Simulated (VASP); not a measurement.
A run of VASP 6.6.1:

File INCAR:

```
  PREC = Accurate
  ENCUT = 600
  EDIFF = 1E-6
  ISMEAR = 0
  SIGMA = 0.1
  LREAL = F
  LASPH = T
  NELM = 200
  ALGO = Normal
  ISIF = 2
  LWAVE = F
  LCHARG = T
  ISPIN = 2
  MAGMOM = 1 1 0 0 0
  LORBIT = 11
  LMAXMIX = 4
  GGA = PE
  LELF = T
  LVHAR = T
  NBANDS = 36
  GGA_COMPAT = F
```

Contents of KPOINTS:

```
regular mesh
0
Gamma
  4 4 4
```

Contents of POSCAR:

```
Zr2BiN2
1.0
    4.4039022782      0.0000000000      0.0000000000
    0.0000000000      4.4039022782      0.0000000000
    0.0000000000      0.0000000000      4.5274626539
Zr Bi N
2 1 2
Direct
    0.5000000000      0.0000000000      0.5000000000
    0.0000000000      0.5000000000      0.5000000000
    0.0000000000      0.0000000000      0.0000000000
    0.5000000000      0.5000000000      0.6569760399
    0.5000000000      0.5000000000      0.3430239601
```

Potentials or basis: VASP PAW PBE potentials, release 64 (Zr_sv, Bi_d, N).

Command:

```console
$ cat potpaw_PBE.64/Zr_sv/POTCAR potpaw_PBE.64/Bi_d/POTCAR potpaw_PBE.64/N/POTCAR > POTCAR
$ mpirun -np 1 vasp_std > vasp.out
```

Hardware: 1 thread of AMD EPYC 9R45 (Zen 5) (shared host).

Q: Estimate the wall time of this run.

A: Wall time 2.7 min on 1 thread of AMD EPYC 9R45 (Zen 5) (shared host), peak memory 0.27 GiB. Counts: scf iterations 16, k points 18.
